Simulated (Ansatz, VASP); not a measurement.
Two plane-wave programs on Fe

```
Fe
1.0
    -1.38080    1.38080    1.38080
     1.38080   -1.38080    1.38080
     1.38080    1.38080   -1.38080
Fe
1
Cartesian
  0.0000 0.0000 0.0000
```

Alike in both runs: task single point; functional PBE; k mesh 16 × 16 × 16; occupations gaussian, width 0.01 eV; no spin polarisation.

|  | VASP | Ansatz |
| --- | --- | --- |
| version | VASP 6.6.1 | Ansatz 0.2.0 |
| potentials or method | VASP PAW PBE potentials, release 64 (Fe), cutoff 600 eV | plane waves (420 eV) with PAW, scalar-relativistic |
| valence electrons in the cell | 8 | 16 |

|  | VASP | Ansatz | Ansatz less VASP |
| --- | --- | --- | --- |
| pressure (GPa) | -1.7 | -1.1 | +0.64 |

With one functional, cell and mesh, what is left measures potentials, basis and numerics. VASP's potentials hold 8 valence electrons a cell and Ansatz's 16, so a difference there can come from the potentials and not from the codes.
